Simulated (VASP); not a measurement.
# SiC (F-43m) in VASP: a series of runs

SiC is run at these levels: PBE-based screened hybrid, PBEsol, PBE; tasks: single point.

Program: VASP 6.6.1. These are calculated values, not measurements. Logs are shortened: lines on timing, memory, paths and dates and some standing lists are left out, and cuts for length are marked.

### Step 1. The cell of the first run

The structure is cubic, space group F-43m (No. 216). Conventional cell: a = 4.356 Å, b = 4.356 Å, c = 4.356 Å, α = 90.00°, β = 90.00°, γ = 90.00°. Within 2.5 Å of Si (site symmetry -43m) lie 4 C at 1.89 Å. Within 2.5 Å of C (site symmetry -43m) lie 4 Si at 1.89 Å.

### Step 2. Single point, PBE-based screened hybrid

POSCAR reads:

```
SiC
1.0
    0.0000000000      2.1780497564      2.1780497564
    2.1780497564      0.0000000000      2.1780497564
    2.1780497564      2.1780497564      0.0000000000
Si C
1 1
Direct
    0.2500000000      0.2500000000      0.2500000000
    0.0000000000      0.0000000000      0.0000000000
```

INCAR.step1 reads:

```
SYSTEM = SiC
ALGO = Normal ; EDIFF = 1E-5
ENCUT = 520 ; GGA = PE
ISIF = 2 ; ISMEAR = 0
LASPH = .True. ; LCHARG = .False.
LREAL = .False. ; LWAVE = .True.
NBANDS = 11 ; NELM = 100
PREC = Accurate ; SIGMA = 0.01
```

INCAR.step2 reads:

```
SYSTEM = SiC
AEXX = 0.75 ; ALGO = Normal
EDIFF = 1E-7 ; ENCUT = 520
GGA = PE ; HFSCREEN = 0.2078
ISIF = 2 ; ISMEAR = 0
ISTART = 1 ; LASPH = .True.
LCHARG = .False. ; LHFCALC = .True.
LREAL = .False. ; LWAVE = .False.
NBANDS = 11 ; NELM = 100
PREC = Accurate ; PRECFOCK = Normal
SIGMA = 0.01
```

KPOINTS reads:

```
k-points
0
Gamma
  4 4 4
  0 0 0
```

Potentials or basis: VASP PAW PBE potentials, release 64 (Si, C).

Run with:

```console
cat potpaw_PBE.64/Si/POTCAR potpaw_PBE.64/C/POTCAR > POTCAR
cp INCAR.step1 INCAR
mpirun -np 1 vasp_std > vasp.out
cp INCAR.step2 INCAR
mpirun -np 1 vasp_std > vasp.out
```

OUTCAR:

```text
SYSTEM = SiC
   AEXX = 0.75
   EDIFF = 1E-7
   ENCUT = 520
   GGA = PE
   HFSCREEN = 0.2078
   ISIF = 2
   ISMEAR = 0
   ISTART = 1
   LASPH = .True.
   LHFCALC = .True.
   LREAL = .False.
   NELM = 100
   PREC = Accurate
   PRECFOCK = Normal

 ion  position               nearest neighbor table
   1  0.250  0.250  0.250-   2 1.89   2 1.89   2 1.89   2 1.89
   2  0.000  0.000  0.000-   1 1.89   1 1.89   1 1.89   1 1.89

  LATTYP: Found a face centered cubic cell.
 ALAT       =     4.3560995128

  Lattice vectors:

 A1 = (   0.0000000000,   2.1780497564,   2.1780497564)
 A2 = (   2.1780497564,   0.0000000000,   2.1780497564)
 A3 = (   2.1780497564,   2.1780497564,   0.0000000000)

Analysis of symmetry for initial positions (statically):
=====================================================================
 Subroutine PRICEL returns:
 Original cell was already a primitive cell.

 Routine SETGRP: Setting up the symmetry group for a
 face centered cubic supercell.

 Subroutine GETGRP returns: Found 24 space group operations
 (whereof 24 operations were pure point group operations)
 out of a pool of 48 trial point group operations.

The static configuration has the point symmetry T_d .

Analysis of symmetry for dynamics (positions and initial velocities):
=====================================================================
 Subroutine PRICEL returns:
 Original cell was already a primitive cell.

 Routine SETGRP: Setting up the symmetry group for a
 face centered cubic supercell.

 Subroutine GETGRP returns: Found 24 space group operations
 (whereof 24 operations were pure point group operations)
 out of a pool of 48 trial point group operations.

The dynamic configuration has the point symmetry T_d .

 Subroutine INISYM returns: Found 24 space group operations
 (whereof 24 operations are pure point group operations),
 and found     1 'primitive' translations

----------------------------------------------------------------------------------------

                                     Primitive cell

  volume of cell :      20.6649

[... 81 lines left out ...]
   PSTRESS=    0.0 pullay stress
   NELECT =       8.0000    total number of electrons
   NUPDOWN=      -1.0000    fix difference up-down
   EMIN   =  10.00;   EMAX   =-10.00  energy-range for DOS
   EFERMI =   0.00;   METHOD = LEGACY
   ISMEAR =     0;   SIGMA  =   0.01  broadening in eV -4-tet -1-fermi 0-gaus
   EFERMI_NEDOS =   21; number of points for ismear=-14 and -15
   IALGO  =     38    algorithm
   IMIX   =      1    mixing-type and parameters
     AMIX     =   0.40;   BMIX     =  1.00
     AMIX_MAG =   1.60;   BMIX_MAG =  1.00
  volume/ion in A,a.u.               =      10.33        69.73
  Fermi-wavevector in a.u.,A,eV,Ry     =   1.193146  2.254720 19.369228  1.423598
  Thomas-Fermi vector in A             =   2.329168
   LORBIT       =      0    0 simple, 1 ext, 2 COOP (PROOUT), +10 PAW based schemes
   GGA     = PE    functional components
   LHFCALC =     T    Hartree Fock is set to
   PRECFOCK=normal    Normal, Fast or Accurate (Low or Medium for compatibility)
   ENCUT4O =  -1.0   cutoff for four orbital integrals eV
   NKREDX  =     1    reduce k-point grid by
   NKREDY  =     1    reduce k-point grid by
   NKREDZ  =     1    reduce k-point grid by
   AEXX    =    0.7500 exact exchange contribution
   HFSCREEN=    0.2078 screening length (either q_TF or 0.3 A-1)
   HFSCREENC=   0.2078 screening length for correlation (either q_TF or 0.3 A-1)
   ENCUTFOCK=  -1.0 apply spherical cutoff to Coloumb kernel
   IVDW    =     0    specifies the selected vdW correction
   LEPSILON=     F    determine dielectric tensor
   LRPA    =     F    only Hartree local field effects (RPA)
 non-spin polarized calculation
 Gauss-broadening in eV      SIGMA  =   0.01
  energy-cutoff  :      520.00
  volume of cell :       20.66
 maximum number of plane-waves:       568
 NGX is ok and might be reduce to    24
  NGX = 18; NGY = 18; NGZ = 18

 number of electron       8.0000001 magnetization

 Free energy of the ion-electron system (eV)
  ---------------------------------------------------
  ext. energy  EPLUGINS =         0.00000000
  ---------------------------------------------------
  free energy    TOTEN  =       -22.26409346 eV

  energy without entropy =      -22.26409346  energy(sigma->0) =      -22.26409346

 E-fermi :   6.2022     XC(G=0):  -5.3647

 val. band max:        6.1343048280   @ k =   0.0000   0.0000   0.0000
 cond. band min:      10.3741179762   @ k =   0.5000   0.5000   0.0000
 fundamental gap:      4.2398131482
 Fermi energy:         6.2022376175

 k-point     1 :       0.0000    0.0000    0.0000
  band No.  band energies     occupation
      1     -13.8596      2.00000
      2       6.1343      2.00000
      3       6.1343      2.00000
      4       6.1343      2.00000
      5      16.5311      0.00000
      6      17.4602      0.00000
      7      17.4602      0.00000
      8      17.4602      0.00000
      9      25.4954      0.00000
     10      25.4954      0.00000
     11      27.2658      0.00000
[... 85 lines left out ...]
 k-point     8 :      -0.2500    0.5000    0.2500
  band No.  band energies     occupation
      1      -7.4293      2.00000
      2      -2.7272      2.00000
      3      -0.1026      2.00000
      4       0.4734      2.00000
      5      14.8532      0.00000
      6      19.8486      0.00000
      7      20.1230      0.00000
      8      20.4594      0.00000
      9      26.2687      0.00000
     10      29.2873      0.00000
     11      33.4619      0.00000

------------------------ aborting loop because EDIFF is reached ----------------------------------------

  FORCE on cell =-STRESS in cart. coord.  units (eV):
  Direction    XX          YY          ZZ          XY          YZ          ZX
  --------------------------------------------------------------------------------------
  -------------------------------------------------------------------------------------
  Total       -1.3619145     -1.3619145     -1.3619145      0.0000000      0.0000000      0.0000000
  in kB     -105.5910302   -105.5910302   -105.5910302      0.0000000      0.0000000      0.0000000
  external PRESSURE =    -105.5910302 kB  Pullay stress =       0.0000000 kB

 VOLUME and BASIS-vectors are now :
 -----------------------------------------------------------------------------
  energy-cutoff  :      520.00
  volume of cell :       20.66
      direct lattice vectors                 reciprocal lattice vectors
     0.000000000  2.178049756  2.178049756    -0.229563167  0.229563167  0.229563167
     2.178049756  0.000000000  2.178049756     0.229563167 -0.229563167  0.229563167
     2.178049756  2.178049756  0.000000000     0.229563167  0.229563167 -0.229563167

 POSITION                                       TOTAL-FORCE (eV/Angst)
 -----------------------------------------------------------------------------------
      1.08902      1.08902      1.08902         0.000000     -0.000000     -0.000000
      0.00000      0.00000      0.00000        -0.000000      0.000000      0.000000
 -----------------------------------------------------------------------------------
    total drift:                               -0.000003     -0.000001     -0.000001

  FREE ENERGIE OF THE ION-ELECTRON SYSTEM (eV)
  ---------------------------------------------------
  free  energy   TOTEN  =       -22.2640934572 eV

  energy  without entropy=      -22.2640934572  energy(sigma->0) =      -22.26409346
```

OUTCAR.step1:

```text
SYSTEM = SiC
   EDIFF = 1E-5
   ENCUT = 520
   GGA = PE
   ISIF = 2
   ISMEAR = 0
[... 316 lines left out ...]
      1.08902      1.08902      1.08902         0.000000      0.000000      0.000000
      0.00000      0.00000      0.00000        -0.000000     -0.000000     -0.000000
 -----------------------------------------------------------------------------------
    total drift:                               -0.000000     -0.000000     -0.000000

  FREE ENERGIE OF THE ION-ELECTRON SYSTEM (eV)
  ---------------------------------------------------
  free  energy   TOTEN  =       -14.9311869289 eV

  energy  without entropy=      -14.9311869289  energy(sigma->0) =      -14.93118693
```

Wall time 33 s (1 thread of Intel Xeon 6975P-C (Granite Rapids), shared host); peak memory 0.23 GiB.

Results:

```
Free energy            : -22.2641 eV
Pressure               : -10.6 GPa
Band gap on the k mesh : 4.24 eV, indirect (least direct gap 8.32 eV)
```

Levels at points of the mesh, in eV from the valence-band top:
| k point | band 1 | band 2 | band 3 | band 4 | band 5 | band 6 | band 7 | band 8 | band 9 |
| --- | --- | --- | --- | --- | --- | --- | --- | --- | --- |
| (0.00, 0.00, 0.00) | -19.99 | 0.00 | 0.00 | 0.00 | 10.40 | 11.33 | 11.33 | 11.33 | 19.36 |
| (0.50, 0.00, 0.00) | -15.60 | -10.81 | -1.35 | -1.35 | 9.28 | 11.14 | 11.14 | 14.61 | 21.48 |
| (0.50, 0.50, 0.00) | -13.82 | -9.87 | -4.08 | -4.08 | 4.24 | 7.68 | 19.85 | 19.85 | 20.80 |

Caveat: the k points lie up to 0.62 Å⁻¹ apart; the PAW data sets were made with another functional, which shifts forces and pressure a little.

### Step 3. Single point, PBE-based screened hybrid

POSCAR is that of step 2.

INCAR.step1 reads:

```
ALGO = Normal
EDIFF = 1E-5
ENCUT = 520
GGA = PE
ISIF = 2
ISMEAR = 0
LASPH = T
LCHARG = F
LREAL = F
LWAVE = T
NBANDS = 11
NELM = 100
PREC = Accurate
SIGMA = 0.01
```

INCAR.step2 reads:

```
AEXX = 0.1
ALGO = Normal
EDIFF = 1E-7
ENCUT = 520
GGA = PE
HFSCREEN = 0.1
ISIF = 2
ISMEAR = 0
ISTART = 1
LASPH = T
LCHARG = F
LHFCALC = T
LREAL = F
LWAVE = F
NBANDS = 11
NELM = 100
PREC = Accurate
PRECFOCK = Normal
SIGMA = 0.01
```

KPOINTS reads:

```
k-points
0
Gamma
  4 4 4
```

Potentials or basis: VASP PAW PBE potentials, release 64 (Si, C).

Run with:

```console
cat potpaw_PBE.64/Si/POTCAR potpaw_PBE.64/C/POTCAR > POTCAR
cp INCAR.step1 INCAR
mpirun -np 1 vasp_std > vasp.out
cp INCAR.step2 INCAR
mpirun -np 1 vasp_std > vasp.out
```

Wall time 26 s (1 thread of Intel Xeon 6975P-C (Granite Rapids), shared host); peak memory 0.23 GiB.

The run converged. Its results:

- Free energy: -16.1049 eV
- Pressure: 1.7 GPa
- Band gap on the k mesh: 1.82 eV, indirect (least direct gap 5.15 eV)

Levels at points of the mesh, in eV from the valence-band top:
```tsv
k point	band 2	band 3	band 4	band 5	band 6	band 7
(0.00, 0.00, 0.00)	0.00	0.00	0.00	6.93	7.95	7.95
(0.50, 0.00, 0.00)	-8.91	-1.10	-1.10	6.07	7.85	7.85
(0.50, 0.50, 0.00)	-8.13	-3.33	-3.33	1.82	4.87	14.96
```

Caveat: the k points lie up to 0.62 Å⁻¹ apart; the PAW data sets were made with another functional, which shifts forces and pressure a little.

### Step 4. Single point, PBEsol

INCAR reads:

```
SYSTEM = SiC
ALGO = Normal
EDIFF = 1E-6
ENCUT = 600
GGA = PS
GGA_COMPAT = .FALSE.
ISIF = 2
ISMEAR = 0
LASPH = .TRUE.
LCHARG = .TRUE.
LELF = .TRUE.
LREAL = .FALSE.
LVHAR = .TRUE.
LWAVE = .FALSE.
NBANDS = 11
NELM = 120
PREC = Accurate
SIGMA = 0.01
```

KPOINTS reads:

```
k-points
0
G
  2 2 2
  0 0 0
```

POSCAR is that of step 3.

Run with:

```console
cat potpaw_PBE.64/Si/POTCAR potpaw_PBE.64/C/POTCAR > POTCAR
mpirun -np 1 vasp_std > vasp.out
```

Wall time 1.8 s (1 thread of Intel Xeon 6975P-C (Granite Rapids), shared host); peak memory 0.14 GiB.

The run converged. Its results:

* Free energy: -13.3659 eV
* Pressure: 9.0 GPa
* Band gap on the k mesh: 0.76 eV, indirect (least direct gap 4.15 eV)

Levels at points of the mesh, in eV from the valence-band top:
| k point | band 1 | band 2 | band 3 | band 4 | band 5 | band 6 | band 7 | band 8 |
| --- | --- | --- | --- | --- | --- | --- | --- | --- |
| (0.00, 0.00, 0.00) | -15.70 | 0.00 | 0.00 | 0.00 | 6.08 | 6.77 | 6.77 | 6.77 |
| (0.50, 0.00, 0.00) | -11.97 | -8.95 | -1.12 | -1.12 | 5.08 | 6.65 | 6.65 | 9.66 |
| (0.50, 0.50, 0.00) | -10.44 | -8.15 | -3.39 | -3.39 | 0.76 | 3.76 | 13.74 | 13.74 |

Caveat: the k points lie up to 1.25 Å⁻¹ apart; the PAW data sets were made with another functional, which shifts forces and pressure a little.

### Step 5. Single point, PBE

INCAR reads:

```
ALGO = Normal ; EDIFF = 1E-6
ENCUT = 600 ; GGA = PE
GGA_COMPAT = F ; ISIF = 2
ISMEAR = 0 ; LASPH = T
LCHARG = T ; LELF = T
LREAL = F ; LVHAR = T
LWAVE = F ; NBANDS = 11
NELM = 120 ; PREC = Accurate
SIGMA = 0.01
```

KPOINTS reads:

```
k-points
0
Gamma
  4 4 4
```

POSCAR is that of step 4.

Potentials or basis: VASP PAW PBE potentials, release 64 (Si, C).

Run with:

```console
cat potpaw_PBE.64/Si/POTCAR potpaw_PBE.64/C/POTCAR > POTCAR
mpirun -np 1 vasp_std > vasp.out
```

OUTCAR:

```text
EDIFF = 1E-6
   ENCUT = 600
   GGA = PE
   ISIF = 2
   ISMEAR = 0
   LASPH = T
   LREAL = F
   NELM = 120
   PREC = Accurate

 ion  position               nearest neighbor table
   1  0.250  0.250  0.250-   2 1.89   2 1.89   2 1.89   2 1.89
   2  0.000  0.000  0.000-   1 1.89   1 1.89   1 1.89   1 1.89

  LATTYP: Found a face centered cubic cell.
 ALAT       =     4.3560995128

  Lattice vectors:

 A1 = (   0.0000000000,   2.1780497564,   2.1780497564)
 A2 = (   2.1780497564,   0.0000000000,   2.1780497564)
 A3 = (   2.1780497564,   2.1780497564,   0.0000000000)

Analysis of symmetry for initial positions (statically):
=====================================================================
 Subroutine PRICEL returns:
 Original cell was already a primitive cell.

 Routine SETGRP: Setting up the symmetry group for a
 face centered cubic supercell.

 Subroutine GETGRP returns: Found 24 space group operations
 (whereof 24 operations were pure point group operations)
 out of a pool of 48 trial point group operations.

The static configuration has the point symmetry T_d .

Analysis of symmetry for dynamics (positions and initial velocities):
[... 155 lines left out ...]
      4       8.1792      2.00000
      5      14.4181      0.00000
      6      15.4461      0.00000
      7      15.4461      0.00000
      8      15.4461      0.00000
      9      22.6445      0.00000
     10      22.6445      0.00000
     11      24.6380      0.00000
[... 85 lines left out ...]
 k-point     8 :      -0.2500    0.5000    0.2500
  band No.  band energies     occupation
      1      -1.9838      2.00000
      2       1.1267      2.00000
      3       3.1623      2.00000
      4       3.4576      2.00000
      5      13.3639      0.00000
      6      17.5924      0.00000
      7      17.6367      0.00000
      8      17.9173      0.00000
      9      22.4074      0.00000
     10      25.6025      0.00000
     11      29.2394      0.00000

------------------------ aborting loop because EDIFF is reached ----------------------------------------

  FORCE on cell =-STRESS in cart. coord.  units (eV):
  Direction    XX          YY          ZZ          XY          YZ          ZX
  --------------------------------------------------------------------------------------
  -------------------------------------------------------------------------------------
  Total        0.4861535      0.4861535      0.4861535      0.0000000      0.0000000      0.0000000
  in kB       37.6921219     37.6921219     37.6921219      0.0000000      0.0000000      0.0000000
  external PRESSURE =      37.6921219 kB  Pullay stress =       0.0000000 kB

 VOLUME and BASIS-vectors are now :
 -----------------------------------------------------------------------------
  energy-cutoff  :      600.00
  volume of cell :       20.66
      direct lattice vectors                 reciprocal lattice vectors
     0.000000000  2.178049756  2.178049756    -0.229563167  0.229563167  0.229563167
     2.178049756  0.000000000  2.178049756     0.229563167 -0.229563167  0.229563167
     2.178049756  2.178049756  0.000000000     0.229563167  0.229563167 -0.229563167

 POSITION                                       TOTAL-FORCE (eV/Angst)
 -----------------------------------------------------------------------------------
      1.08902      1.08902      1.08902        -0.000000     -0.000000      0.000000
      0.00000      0.00000      0.00000         0.000000      0.000000      0.000000
 -----------------------------------------------------------------------------------
    total drift:                                0.000000      0.000000      0.000000

  FREE ENERGIE OF THE ION-ELECTRON SYSTEM (eV)
  ---------------------------------------------------
  free  energy   TOTEN  =       -14.9327367776 eV

  energy  without entropy=      -14.9327367776  energy(sigma->0) =      -14.93273678
```

Wall time 2.4 s (1 thread of Intel Xeon 6975P-C (Granite Rapids), shared host); peak memory 0.14 GiB.

Results:

```
Free energy            : -14.9327 eV
Pressure               : 3.8 GPa
Band gap on the k mesh : 1.31 eV, indirect (least direct gap 4.51 eV)
```

Caveat: the k points lie up to 0.62 Å⁻¹ apart.

### Step 6. Overview

```csv
level,k mesh,cutoff (eV),grid for exact exchange (PRECFOCK),share of exact exchange,screening parameter,gap on the mesh (eV),pressure (GPa)
PBE-based screened hybrid,4 × 4 × 4,520,Normal,0.75,0.2078 1/Å,4.24,-10.6
PBE-based screened hybrid,4 × 4 × 4,520,Normal,0.1,0.1 1/Å,1.82,1.7
PBEsol,2 × 2 × 2,600,-,-,-,0.76,9.0
PBE,4 × 4 × 4,600,-,-,-,1.31,3.8
```

Alike in all rows: task single point; potentials or basis VASP PAW PBE potentials, release 64 (Si, C); no spin polarisation; cell as given; smearing gaussian 0.01 eV.

Caveats: all runs use coarse meshes; the PAW data sets were made with another functional, which shifts forces and pressure a little (some runs).

Total energies depend on the potentials used, so only differences within one code and one set of settings carry meaning.
